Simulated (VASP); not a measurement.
# Mo (P6_3/mmc) in VASP: notebook, part 2 of 2

VASP 6.6.1.

### 5 Single point, LDA (volume scaled by 1.04)

Input file INCAR:

```
PREC     = Accurate       # precision mode
ENCUT    = 520            # plane-wave cutoff, eV
EDIFF    = 1E-6           # SCF threshold, eV
ISMEAR   = -1             # smearing method
SIGMA    = 0.1            # smearing width, eV
LREAL    = False          # projectors in reciprocal space
LASPH    = True           # aspherical terms in the spheres
NELM     = 100            # most SCF steps
ALGO     = Normal         # electronic algorithm
ISIF     = 2              # what is computed and relaxed
LWAVE    = False          # write WAVECAR
LCHARG   = False          # write CHGCAR
NBANDS   = 21             # bands
```

Input file KPOINTS:

```
Automatic mesh
0
Gamma
  15 15 8
```

Input file POSCAR:

```
Mo
1.0
    2.7551232831      0.0000000000      0.0000000000
   -1.3775616416      2.3860067538      0.0000000000
    0.0000000000      0.0000000000      4.8474231216
Mo
2
Direct
    0.3333333333      0.6666666667      0.2500000000
    0.6666666667      0.3333333333      0.7500000000
```

On the command line:

```bash
$ cat potpaw_LDA.64/Mo_sv/POTCAR > POTCAR
$ mpirun -np 1 vasp_std > vasp.out
```

Run time: 46 s. Hardware: 1 thread of Intel Xeon Platinum 8488C (Sapphire Rapids), shared host; peak memory 0.18 GiB.

It converged, with:

- Free energy: -23.3850 eV
- Pressure: -8.7 GPa
- Band gap on the k mesh: zero (band 14 reaches 13.08 eV, above the bottom of band 15 at 11.20 eV)

Stress tensor (GPa, compression positive):
```
-9.23  0.00  0.00
 0.00 -9.23  0.00
 0.00  0.00 -7.57
```

Levels at points of the mesh, in eV from the Fermi level:
```
           k point  band 10  band 11  band 12  band 13  band 14  band 15  band 16  band 17  band 18  band 19
(0.00, 0.00, 0.00)    -4.74    -1.63    -0.66    -0.66    -0.13    -0.13     0.80     1.39     1.39     3.41
(0.00, 0.00, 0.50)    -5.12    -1.82    -1.82    -0.63    -0.63    -0.63    -0.63     2.74     2.74     2.74
```

### 6 Single point, LDA (volume scaled by 1.12)

Input file INCAR:

```
SYSTEM = Mo
PREC = Accurate ; ENCUT = 520
EDIFF = 1E-6 ; ISMEAR = -1
SIGMA = 0.1 ; LREAL = .FALSE.
LASPH = .TRUE. ; NELM = 100
ALGO = Normal ; ISIF = 2
LWAVE = .FALSE. ; LCHARG = .FALSE.
GGA = CA ; NBANDS = 21
```

Input file KPOINTS:

```
regular mesh
0
G
  15 15 8
  0 0 0
```

Input file POSCAR:

```
Mo
1.0
    2.8240297319      0.0000000000      0.0000000000
   -1.4120148659      2.4456814889      0.0000000000
    0.0000000000      0.0000000000      4.9686586086
Mo
2
Direct
    0.3333333333      0.6666666667      0.2500000000
    0.6666666667      0.3333333333      0.7500000000
```

Potentials or basis: VASP PAW LDA potentials, release 64 (Mo_sv).

On the command line:

```bash
$ cat potpaw_LDA.64/Mo_sv/POTCAR > POTCAR
$ mpirun -np 1 vasp_std > vasp.out
```

OUTCAR:

```text
SYSTEM = Mo
   PREC = Accurate
   ENCUT = 520
   EDIFF = 1E-6
   ISMEAR = -1
   LREAL = .FALSE.
   LASPH = .TRUE.
   NELM = 100
   ISIF = 2
   GGA = CA

 ion  position               nearest neighbor table
   1  0.333  0.667  0.250-   2 2.97   2 2.97   2 2.97   2 2.97   2 2.97   2 2.97
   2  0.667  0.333  0.750-   1 2.97   1 2.97   1 2.97   1 2.97   1 2.97   1 2.97

  LATTYP: Found a hexagonal cell.
 ALAT       =     2.8240297319
 C/A-ratio  =     1.7594214935

  Lattice vectors:

 A1 = (   2.8240297319,   0.0000000000,   0.0000000000)
 A2 = (  -1.4120148659,   2.4456814889,   0.0000000000)
 A3 = (   0.0000000000,   0.0000000000,   4.9686586086)

Analysis of symmetry for initial positions (statically):
=====================================================================
 Subroutine PRICEL returns:
 Original cell was already a primitive cell.

 Routine SETGRP: Setting up the symmetry group for a
 hexagonal supercell.

 Subroutine GETGRP returns: Found 24 space group operations
 (whereof 12 operations were pure point group operations)
[... 155 lines left out ...]

 number of electron      28.0000004 magnetization

 Free energy of the ion-electron system (eV)
  ---------------------------------------------------
  ext. energy  EPLUGINS =         0.00000000
  ---------------------------------------------------
  free energy    TOTEN  =       -23.13413135 eV

  energy without entropy =      -23.04058520  energy(sigma->0) =      -23.08735827

 E-fermi :  10.7078     XC(G=0): -13.0698

 val. band max:       10.6995350673   @ k =   0.0667  -0.0000   0.1250
 cond. band min:      10.7098744653   @ k =   0.1333   0.0000   0.0000
 fundamental gap:      0.0103393980
 Fermi energy:        10.7078400046

 k-point     1 :       0.0000    0.0000    0.0000
  band No.  band energies     occupation
      1     -49.7939      2.00000
      2     -49.6669      2.00000
      3     -24.4512      2.00000
      4     -23.5705      2.00000
      5     -23.4509      2.00000
      6     -23.4509      2.00000
[... 565 lines left out ...]
     20      18.6459      0.00000
     21      20.5384      0.00000

 [... further k-points ...]
[... 5 lines left out ...]
  --------------------------------------------------------------------------------------
  -------------------------------------------------------------------------------------
  Total       -5.2682454     -5.2682454     -4.4356080     -0.0000000      0.0000000      0.0000000
  in kB     -245.9621371   -245.9621371   -207.0882345     -0.0000000      0.0000000      0.0000000
  external PRESSURE =    -233.0041696 kB  Pullay stress =       0.0000000 kB

 VOLUME and BASIS-vectors are now :
 -----------------------------------------------------------------------------
  energy-cutoff  :      520.00
  volume of cell :       34.32
      direct lattice vectors                 reciprocal lattice vectors
     2.824029732  0.000000000  0.000000000     0.354103921  0.204441994  0.000000000
    -1.412014866  2.445681489  0.000000000     0.000000000  0.408883988  0.000000000
     0.000000000  0.000000000  4.968658609     0.000000000  0.000000000  0.201261563

 POSITION                                       TOTAL-FORCE (eV/Angst)
 -----------------------------------------------------------------------------------
     -0.00000      1.63045      1.24216        -0.000000      0.000000      0.000000
      1.41201      0.81523      3.72649         0.000000     -0.000000      0.000000
 -----------------------------------------------------------------------------------
    total drift:                                0.000000     -0.000000      0.000000

  FREE ENERGIE OF THE ION-ELECTRON SYSTEM (eV)
  ---------------------------------------------------
  free  energy   TOTEN  =       -23.1341313456 eV

  energy  without entropy=      -23.0405851970  energy(sigma->0) =      -23.08735827
```

stdout:

```text
POSCAR found type information on POSCAR Mo
 POSCAR found :  1 types and       2 ions
 scaLAPACK will be used
 LDA part: xc-table for (Slater(with rela. corr.)+CA(PZ))
 , standard interpolation
 POSCAR, INCAR and KPOINTS ok, starting setup
 FFT: planning ... GRIDC
 FFT: planning ... GRID_SOFT
 FFT: planning ... GRID
 WAVECAR not read
 entering main loop
```

It took 81 s on 1 thread of Intel Xeon Platinum 8488C (Sapphire Rapids), shared host; peak memory 0.19 GiB.

What came out:

| Quantity | Value |
| --- | --- |
| Free energy | -23.1341 eV |
| Pressure | -23.3 GPa |
| Band gap on the k mesh | zero (band 14 reaches 11.84 eV, above the bottom of band 15 at 10.17 eV) |

Stress tensor (GPa, compression positive):
```
-24.60   0.00   0.00
  0.00 -24.60   0.00
  0.00   0.00 -20.71
```

Levels at points of the mesh, in eV from the Fermi level:
```tsv
k point	band 10	band 11	band 12	band 13	band 14	band 15	band 16	band 17	band 18	band 19
(0.00, 0.00, 0.00)	-4.42	-1.45	-0.56	-0.56	-0.09	-0.09	0.63	1.28	1.28	3.08
(0.00, 0.00, 0.50)	-4.96	-1.67	-1.67	-0.54	-0.54	-0.54	-0.54	2.48	2.48	2.48
```

### 7 Overview

```tsv
cell	gap on the mesh (eV)	pressure (GPa)
a = 2.606, b = 2.606, c = 4.585 Å, angles 90.0, 90.0, 120.0°, 2 atoms	none	46.1
a = 2.645, b = 2.645, c = 4.653 Å, angles 90.0, 90.0, 120.0°, 2 atoms	none	28.1
a = 2.683, b = 2.683, c = 4.720 Å, angles 90.0, 90.0, 120.0°, 2 atoms	none	13.3
a = 2.755, b = 2.755, c = 4.847 Å, angles 90.0, 90.0, 120.0°, 2 atoms	none	-8.7
a = 2.824, b = 2.824, c = 4.969 Å, angles 90.0, 90.0, 120.0°, 2 atoms	none	-23.3
```

Alike in all rows: task single point; level LDA; potentials or basis VASP PAW LDA potentials, release 64 (Mo_sv); no spin polarisation; k mesh 15 × 15 × 8; cutoff (eV) 520; smearing fermi-dirac 0.1 eV.

Absolute energies hang on the potentials; compare differences alone.
